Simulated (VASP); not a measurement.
# F (Fd-3m) in VASP: a series of runs

The runs below take F through relaxation of cell and atoms, single point, with PBEsol.

Everything below comes from runs of VASP 6.6.1. Logs are shortened: lines on timing, memory, paths and dates and some standing lists are left out, and cuts for length are marked.

**1. The cell of the first run**

Symmetry: Fd-3m, No. 227, cubic system. The conventional cell has a = 5.066 Å, b = 5.066 Å, c = 5.066 Å, α = 90.00°, β = 90.00°, γ = 90.00°. Within 2.9 Å of F (site symmetry -43m) lie 4 F at 2.19 Å.

**2. Relaxation of cell and atoms, PBEsol**

Contents of INCAR:

```
ALGO     = Normal         # electronic algorithm
EDIFF    = 1E-6           # SCF threshold, eV
EDIFFG   = -0.005         # ionic threshold
ENCUT    = 600            # plane-wave cutoff, eV
GGA      = PS             # functional
IBRION   = 2              # ionic algorithm
ISIF     = 3              # what is computed and relaxed
ISMEAR   = -1             # smearing method
LASPH    = True           # aspherical terms in the spheres
LCHARG   = False          # write CHGCAR
LREAL    = False          # projectors in reciprocal space
LWAVE    = False          # write WAVECAR
NELM     = 60             # most SCF steps
NSW      = 60             # ionic steps
PREC     = Accurate       # precision mode
SIGMA    = 0.08           # smearing width, eV
```

Contents of KPOINTS:

```
k-points
0
Gamma
  14 14 14
```

Contents of POSCAR:

```
F
1.0
    0.0000000000      2.5328985096      2.5328985096
    2.5328985096      0.0000000000      2.5328985096
    2.5328985096      2.5328985096      0.0000000000
F
2
Direct
   -0.1250000000     -0.1250000000     -0.1250000000
    0.1250000000      0.1250000000      0.1250000000
```

Potentials or basis: VASP PAW PBE potentials, release 64 (F).

Launch:

```bash
$ cat potpaw_PBE.64/F/POTCAR > POTCAR
$ mpirun -np 1 vasp_std > vasp.out
```

OUTCAR:

```text
EDIFF = 1E-6
   EDIFFG = -0.005
   ENCUT = 600
   GGA = PS
   IBRION = 2
   ISIF = 3
   ISMEAR = -1
   LASPH = True
   LREAL = False
   NELM = 60
   NSW = 60
   PREC = Accurate

 ion  position               nearest neighbor table
   1  0.875  0.875  0.875-
   2  0.125  0.125  0.125-

  LATTYP: Found a face centered cubic cell.
 ALAT       =     5.0657970192

  Lattice vectors:

 A1 = (   0.0000000000,   2.5328985096,   2.5328985096)
 A2 = (   2.5328985096,   0.0000000000,   2.5328985096)
 A3 = (   2.5328985096,   2.5328985096,   0.0000000000)

Analysis of symmetry for initial positions (statically):
=====================================================================
 Subroutine PRICEL returns:
 Original cell was already a primitive cell.

 Routine SETGRP: Setting up the symmetry group for a
 face centered cubic supercell.

 Subroutine GETGRP returns: Found 48 space group operations
 (whereof 12 operations were pure point group operations)
 out of a pool of 48 trial point group operations.

The static configuration has the point symmetry D_3d.
 The point group associated with its full space group is O_h .

Analysis of symmetry for dynamics (positions and initial velocities):
=====================================================================
 Subroutine PRICEL returns:
 Original cell was already a primitive cell.

 Routine SETGRP: Setting up the symmetry group for a
 face centered cubic supercell.

 Subroutine GETGRP returns: Found 48 space group operations
 (whereof 12 operations were pure point group operations)
 out of a pool of 48 trial point group operations.

The dynamic configuration has the point symmetry D_3d.
 The point group associated with its full space group is O_h .

 Subroutine INISYM returns: Found 48 space group operations
 (whereof 12 operations are pure point group operations),
 and found     1 'primitive' translations

----------------------------------------------------------------------------------------

                                     Primitive cell

  volume of cell :      32.5000

  direct lattice vectors                    reciprocal lattice vectors
     0.000000000  2.532898510  2.532898510    -0.197402303  0.197402303  0.197402303
     2.532898510  0.000000000  2.532898510     0.197402303 -0.197402303  0.197402303
     2.532898510  2.532898510  0.000000000     0.197402303  0.197402303 -0.197402303

  length of vectors
     3.582059424  3.582059424  3.582059424     0.341910819  0.341910819  0.341910819

  position of ions in fractional coordinates (direct lattice)
     0.875000000  0.875000000  0.875000000
     0.125000000  0.125000000  0.125000000

  ion indices of the primitive-cell ions
   primitive index   ion index
                 1           1
                 2           2

----------------------------------------------------------------------------------------

 KPOINTS: k-points

Automatic generation of k-mesh.
 Grid dimensions read from file:
 generate k-points for:   14   14   14

 Generating k-lattice:

  Cartesian coordinates                     Fractional coordinates (reciprocal lattice)
    -0.014100165  0.014100165  0.014100165     0.071428571  0.000000000  0.000000000
     0.014100165 -0.014100165  0.014100165     0.000000000  0.071428571  0.000000000
     0.014100165  0.014100165 -0.014100165     0.000000000  0.000000000  0.071428571

  Length of vectors
     0.024422201  0.024422201  0.024422201

  Shift w.r.t. Gamma in fractional coordinates (k-lattice)
     0.000000000  0.000000000  0.000000000

 Subroutine IBZKPT returns following result:
 ===========================================

 Found    104 irreducible k-points:

 Following reciprocal coordinates:
            Coordinates               Weight
  0.000000  0.000000  0.000000      1.000000
  0.071429  0.000000  0.000000      8.000000
  0.142857  0.000000  0.000000      8.000000
  0.214286  0.000000  0.000000      8.000000
  0.285714  0.000000  0.000000      8.000000
  0.357143  0.000000  0.000000      8.000000
[... 16 lines left out ...]
[... 38 lines left out ...]
     AMIX_MAG =   1.60;   BMIX_MAG =  1.00
  volume/ion in A,a.u.               =      16.25       109.66
  Fermi-wavevector in a.u.,A,eV,Ry     =   1.236393  2.336443 20.798772  1.528667
  Thomas-Fermi vector in A             =   2.371003
   LORBIT       =      0    0 simple, 1 ext, 2 COOP (PROOUT), +10 PAW based schemes
   GGA     = PS    functional components
   LHFCALC =     F    Hartree Fock is set to
   AEXX    =    0.0000 exact exchange contribution
   IVDW    =     0    specifies the selected vdW correction
   LEPSILON=     F    determine dielectric tensor
   LRPA    =     F    only Hartree local field effects (RPA)
 conjugate gradient relaxation of ions
 non-spin polarized calculation
  energy-cutoff  :      600.00
  volume of cell :       32.50
 maximum number of plane-waves:      1106
 NGX is ok and might be reduce to    30
   NGX = 15   NGY = 15   NGZ = 15

--------------------------------------- Ionic step        1  -------------------------------------------

 number of electron      14.0000009 magnetization

 Free energy of the ion-electron system (eV)
  ---------------------------------------------------
  ext. energy  EPLUGINS =         0.00000000
  ---------------------------------------------------
  free energy    TOTEN  =        -2.09795206 eV

  energy without entropy =       -1.95777782  energy(sigma->0) =       -2.02786494

------------------------ aborting loop because EDIFF is reached ----------------------------------------

  FORCE on cell =-STRESS in cart. coord.  units (eV):
  Direction    XX          YY          ZZ          XY          YZ          ZX
  --------------------------------------------------------------------------------------
  -------------------------------------------------------------------------------------
  Total       -1.0755959     -1.0755959     -1.0755959      0.0000000     -0.0000000      0.0000000
  in kB      -53.0244714    -53.0244714    -53.0244714      0.0000000     -0.0000000      0.0000000
  external PRESSURE =     -53.0244714 kB  Pullay stress =       0.0000000 kB
[... 129 lines left out ...]
  energy  without entropy=       -2.0986726231  energy(sigma->0) =       -2.15487783

--------------------------------------- Ionic step        5  -------------------------------------------

 number of electron      14.0000008 magnetization

 Free energy of the ion-electron system (eV)
  ---------------------------------------------------
  ext. energy  EPLUGINS =         0.00000000
  ---------------------------------------------------
  free energy    TOTEN  =        -2.21115960 eV

  energy without entropy =       -2.09812710  energy(sigma->0) =       -2.15464335

 E-fermi :  -4.4185     XC(G=0):  -8.5676

 val. band max:       -4.4189179141   @ k =  -0.3571   0.2857   0.1429
 cond. band min:      -4.4179858019   @ k =   0.5000   0.1429   0.0714
 fundamental gap:      0.0009321122
 Fermi energy:        -4.4184627437

 k-point     1 :       0.0000    0.0000    0.0000
  band No.  band energies     occupation
      1     -26.7120      2.00000
      2     -23.4324      2.00000
      3      -7.1823      2.00000
      4      -7.1823      2.00000
      5      -7.1823      2.00000
      6      -5.2159      1.99991
      7      -5.2159      1.99991
      8      -5.2159      1.99991
      9       5.5901      0.00000
     10      20.1594      0.00000
     11      20.1594      0.00000
[... 309 lines left out ...]
 k-point    24 :       0.2857    0.1429    0.0000
  band No.  band energies     occupation
      1     -26.3144      2.00000
      2     -23.8925      2.00000
      3      -7.8142      2.00000
      4      -7.6884      2.00000
      5      -7.0823      2.00000
      6      -5.4674      2.00000
      7      -4.7068      1.94705
      8      -4.6799      1.92659
      9       7.3203      0.00000
     10      14.6770      0.00000
     11      17.6756      0.00000

 [... further k-points ...]

------------------------ aborting loop because EDIFF is reached ----------------------------------------

  FORCE on cell =-STRESS in cart. coord.  units (eV):
  Direction    XX          YY          ZZ          XY          YZ          ZX
  --------------------------------------------------------------------------------------
  -------------------------------------------------------------------------------------
  Total       -0.0008124     -0.0008124     -0.0008124     -0.0000000      0.0000000     -0.0000000
  in kB       -0.0482576     -0.0482576     -0.0482576     -0.0000000      0.0000000     -0.0000000
  external PRESSURE =      -0.0482576 kB  Pullay stress =       0.0000000 kB
[... 17 lines left out ...]
  FREE ENERGIE OF THE ION-ELECTRON SYSTEM (eV)
  ---------------------------------------------------
  free  energy   TOTEN  =        -2.2111596039 eV

  energy  without entropy=       -2.0981271020  energy(sigma->0) =       -2.15464335

 reached required accuracy - stopping structural energy minimisation
```

Wall time 2.6 min (1 thread of Intel Xeon 8259CL, shared host); peak memory 0.18 GiB.

Results:

```yaml
Free_energy: -2.2112 eV
Relaxed_volume: 13.49 Å³/atom
Relaxed_cell: a = 3.366 Å, b = 3.366 Å, c = 3.366 Å, α = 60.00°, β = 60.00°, γ = 60.00°
Space_group_after_relaxing_to_0.1_Å: Fd-3m (No. 227)
Energy_gained_by_relaxing: 56.6 meV/atom
Ionic_steps: 5
Pressure_after_relaxing: 0.0 GPa
Band_gap_on_the_k_mesh: zero (bands 7 and 8 overlap by 1.10 eV)
```

Step by step:
| step | energy change (eV) | largest force (eV/Å) | pressure (GPa) | volume (Å³) |
| --- | --- | --- | --- | --- |
| 1 | 0.0000 | 0.0000 | -5.30 | 32.50 |
| 2 | -0.0717 | 0.0000 | -3.84 | 30.04 |
| 3 | -0.1121 | 0.0000 | -0.79 | 27.43 |
| 4 | -0.1131 | 0.0000 | 0.21 | 26.85 |
| 5 | -0.1132 | 0.0000 | 0.00 | 26.97 |

Final structure:
```xyz
2
Lattice="0.0000 2.3803 2.3803 2.3803 0.0000 2.3803 2.3803 2.3803 0.0000" Properties=species:S:1:pos:R:3 pbc="T T T"
F     4.1655    4.1655    4.1655
F     0.5951    0.5951    0.5951
```

Levels at points of the mesh, in eV from the Fermi level:
```csv
k point,band 5,band 6,band 7,band 8,band 9,band 10
"(0.00, 0.00, 0.00)",-2.76,-0.80,-0.80,-0.80,10.01,24.58
"(0.50, 0.00, 0.00)",-3.27,-0.27,-0.27,-0.25,13.93,16.07
"(0.50, 0.50, 0.00)",-2.00,-2.00,0.30,0.30,14.82,14.82
```

Caveat: the volume moved by over 15 % at a fixed basis, so the end points are rough; the PAW data sets were made with another functional, which shifts forces and pressure a little.

**3. Single point, PBEsol (5.88 Å³/atom)**

This run uses another cell than the first one, of 5.88 Å³/atom.

Contents of INCAR:

```
  ALGO = Normal
  EDIFF = 1E-6
  ENCUT = 520
  GGA = PS
  ISIF = 2
  ISMEAR = -1
  LASPH = T
  LCHARG = F
  LREAL = F
  LWAVE = F
  NBANDS = 14
  NELM = 100
  PREC = Accurate
  SIGMA = 0.08
```

KPOINTS is that of step 2.

Contents of POSCAR:

```
F
1.0
    0.0000000000      1.8047147453      1.8047147453
    1.8047147453      0.0000000000      1.8047147453
    1.8047147453      1.8047147453      0.0000000000
F
2
Direct
   -0.1250000000     -0.1250000000     -0.1250000000
    0.1250000000      0.1250000000      0.1250000000
```

Potentials or basis: VASP PAW PBE potentials, release 64 (F).

Launch:

```bash
$ cat potpaw_PBE.64/F/POTCAR > POTCAR
$ mpirun -np 1 vasp_std > vasp.out
```

Run time: 28 s. Hardware: 1 thread of Intel Xeon 8259CL, shared host; peak memory 0.12 GiB.

It converged, with:

```yaml
Free_energy: 4.4332 eV
Pressure: 296.9 GPa
Band_gap_on_the_k_mesh: zero (bands 7 and 8 overlap by 4.25 eV)
```

Levels at points of the mesh, in eV from the Fermi level:
| k point | band 5 | band 6 | band 7 | band 8 | band 9 | band 10 |
| --- | --- | --- | --- | --- | --- | --- |
| (0.00, 0.00, 0.00) | -8.09 | -3.16 | -3.16 | -3.16 | 10.77 | 29.49 |
| (0.50, 0.00, 0.00) | -9.59 | -1.29 | -1.29 | 0.47 | 15.31 | 19.01 |
| (0.50, 0.50, 0.00) | -5.24 | -5.24 | 1.10 | 1.10 | 15.01 | 15.01 |

Caveat: the cell stands under pressure; the PAW data sets were made with another functional, which shifts forces and pressure a little.

**4. Single point, PBEsol (6.83 Å³/atom)**

This run uses another cell than the first one, of 6.83 Å³/atom.

Contents of INCAR:

```
SYSTEM = F
  PREC = Accurate
  ENCUT = 520
  EDIFF = 1E-7
  ISMEAR = -1
  SIGMA = 0.08
  LREAL = .False.
  LASPH = .True.
  NELM = 60
  ALGO = Normal
  ISIF = 2
  LWAVE = .False.
  LCHARG = .False.
  GGA = PS
  NBANDS = 14
```

Contents of KPOINTS:

```
regular mesh
0
Gamma
  14 14 14
  0 0 0
```

Contents of POSCAR:

```
F
1.0
    0.0000000000      1.8977649280      1.8977649280
    1.8977649280      0.0000000000      1.8977649280
    1.8977649280      1.8977649280      0.0000000000
F
2
Direct
   -0.1250000000     -0.1250000000     -0.1250000000
    0.1250000000      0.1250000000      0.1250000000
```

Launch:

```bash
$ cat potpaw_PBE.64/F/POTCAR > POTCAR
$ mpirun -np 1 vasp_std > vasp.out
```

Wall time 30 s (1 thread of Intel Xeon 8259CL, shared host); peak memory 0.13 GiB.

The run converged. Its results:

```yaml
Free_energy: 1.6758 eV
Pressure: 173.5 GPa
Band_gap_on_the_k_mesh: zero (bands 7 and 8 overlap by 3.38 eV)
```

Levels at points of the mesh, in eV from the Fermi level:
| k point | band 3 | band 4 | band 5 | band 6 | band 7 | band 8 | band 9 | band 10 | band 11 | band 12 |
| --- | --- | --- | --- | --- | --- | --- | --- | --- | --- | --- |
| (0.00, 0.00, 0.00) | -6.76 | -6.76 | -6.76 | -2.50 | -2.50 | -2.50 | 10.56 | 28.62 | 28.62 | 28.62 |
| (0.50, 0.00, 0.00) | -8.44 | -8.07 | -8.07 | -0.98 | -0.98 | 0.18 | 15.06 | 18.57 | 24.04 | 24.04 |
| (0.50, 0.50, 0.00) | -9.61 | -9.61 | -4.52 | -4.52 | 0.88 | 0.88 | 15.02 | 15.02 | 28.63 | 28.63 |

Caveat: the cell stands under pressure; the PAW data sets were made with another functional, which shifts forces and pressure a little.

**5. Single point, PBEsol (7.93 Å³/atom)**

This run uses another cell than the first one, of 7.93 Å³/atom.

Contents of INCAR:

```
SYSTEM = F
ALGO     = Normal         ! electronic algorithm
EDIFF    = 1E-6           ! SCF threshold, eV
ENCUT    = 520            ! plane-wave cutoff, eV
GGA      = PS             ! functional
ISIF     = 2              ! what is computed and relaxed
ISMEAR   = -1             ! smearing method
LASPH    = .TRUE.         ! aspherical terms in the spheres
LCHARG   = .TRUE.         ! write CHGCAR
LELF     = .TRUE.         ! ELF
LREAL    = .FALSE.        ! projectors in reciprocal space
LVHAR    = .TRUE.       
LWAVE    = .FALSE.        ! write WAVECAR
NBANDS   = 14             ! bands
NELM     = 100            ! most SCF steps
PREC     = Accurate       ! precision mode
SIGMA    = 0.08           ! smearing width, eV
```

Contents of KPOINTS:

```
k-points
0
G
  14 14 14
  0 0 0
```

Contents of POSCAR:

```
F
1.0
    0.0000000000      1.9940149621      1.9940149621
    1.9940149621      0.0000000000      1.9940149621
    1.9940149621      1.9940149621      0.0000000000
F
2
Direct
   -0.1250000000     -0.1250000000     -0.1250000000
    0.1250000000      0.1250000000      0.1250000000
```

Launch:

```bash
$ cat potpaw_PBE.64/F/POTCAR > POTCAR
$ mpirun -np 1 vasp_std > vasp.out
```

Run time: 24 s. Hardware: 1 thread of Intel Xeon 8259CL, shared host; peak memory 0.14 GiB.

It converged, with:

```yaml
Free_energy: -0.1305 eV
Pressure: 96.4 GPa
Band_gap_on_the_k_mesh: zero (bands 7 and 8 overlap by 2.67 eV)
```

Levels at points of the mesh, in eV from the Fermi level:
```csv
k point,band 5,band 6,band 7,band 8,band 9,band 10
"(0.00, 0.00, 0.00)",-5.62,-1.97,-1.97,-1.97,10.39,27.75
"(0.50, 0.00, 0.00)",-6.70,-0.74,-0.74,-0.02,14.82,18.09
"(0.50, 0.50, 0.00)",-3.86,-3.86,0.70,0.70,15.04,15.04
```

Caveat: the cell stands under pressure; the PAW data sets were made with another functional, which shifts forces and pressure a little.

**6. Single point, PBEsol (9.30 Å³/atom)**

This run uses another cell than the first one, of 9.30 Å³/atom.

Contents of INCAR:

```
PREC     = Accurate       # precision mode
ENCUT    = 520            # plane-wave cutoff, eV
EDIFF    = 1E-6           # SCF threshold, eV
ISMEAR   = -1             # smearing method
SIGMA    = 0.08           # smearing width, eV
LREAL    = F              # projectors in reciprocal space
LASPH    = T              # aspherical terms in the spheres
NELM     = 100            # most SCF steps
ALGO     = Normal         # electronic algorithm
ISIF     = 2              # what is computed and relaxed
LWAVE    = F              # write WAVECAR
LCHARG   = T              # write CHGCAR
GGA      = PS             # functional
LELF     = T              # ELF
LVHAR    = T            
NBANDS   = 14             # bands
```

Contents of KPOINTS:

```
Automatic mesh
0
Gamma
  14 14 14
```

Contents of POSCAR:

```
F
1.0
    0.0000000000      2.1025938306      2.1025938306
    2.1025938306      0.0000000000      2.1025938306
    2.1025938306      2.1025938306      0.0000000000
F
2
Direct
   -0.1250000000     -0.1250000000     -0.1250000000
    0.1250000000      0.1250000000      0.1250000000
```

Potentials or basis: VASP PAW PBE potentials, release 64 (F).

Launch:

```bash
$ cat potpaw_PBE.64/F/POTCAR > POTCAR
$ mpirun -np 1 vasp_std > vasp.out
```

It took 23 s on 1 thread of Intel Xeon 8259CL, shared host; peak memory 0.14 GiB.

The run converged. Its results:

```
Free energy            : -1.3162 eV
Pressure               : 46.4 GPa
Band gap on the k mesh : zero (bands 7 and 8 overlap by 2.07 eV)
```

Levels at points of the mesh, in eV from the Fermi level:
| k point | band 4 | band 5 | band 6 | band 7 | band 8 | band 9 | band 10 | band 11 |
| --- | --- | --- | --- | --- | --- | --- | --- | --- |
| (0.00, 0.00, 0.00) | -4.58 | -4.58 | -1.52 | -1.52 | -1.52 | 10.24 | 26.81 | 26.81 |
| (0.50, 0.00, 0.00) | -5.46 | -5.46 | -0.55 | -0.55 | -0.15 | 14.56 | 17.52 | 22.92 |
| (0.50, 0.50, 0.00) | -6.47 | -3.22 | -3.22 | 0.55 | 0.55 | 15.03 | 15.03 | 25.74 |

Caveat: the cell stands under pressure; the PAW data sets were made with another functional, which shifts forces and pressure a little.

**7. Summary**

```csv
task,cell,cutoff (eV),gap on the mesh (eV),pressure (GPa)
relaxation of cell and atoms,"relaxed from a = 3.582 Å, angles 60.0°, 2 atoms",600,none,0.0
single point,"a = 2.552 Å, angles 60.0°, 2 atoms",520,none,296.9
single point,"a = 2.684 Å, angles 60.0°, 2 atoms",520,none,173.5
single point,"a = 2.820 Å, angles 60.0°, 2 atoms",520,none,96.4
single point,"a = 2.974 Å, angles 60.0°, 2 atoms",520,none,46.4
```

Alike in all rows: level PBEsol; potentials or basis VASP PAW PBE potentials, release 64 (F); no spin polarisation; k mesh 14 × 14 × 14; smearing fermi-dirac 0.08 eV.

Caveats: the PAW data sets were made with another functional, which shifts forces and pressure a little; the cell stands under pressure (at least some runs); the volume moved by over 15 % at a fixed basis, so the end points are rough (at least some runs).

Absolute energies hang on the potentials; compare differences alone.
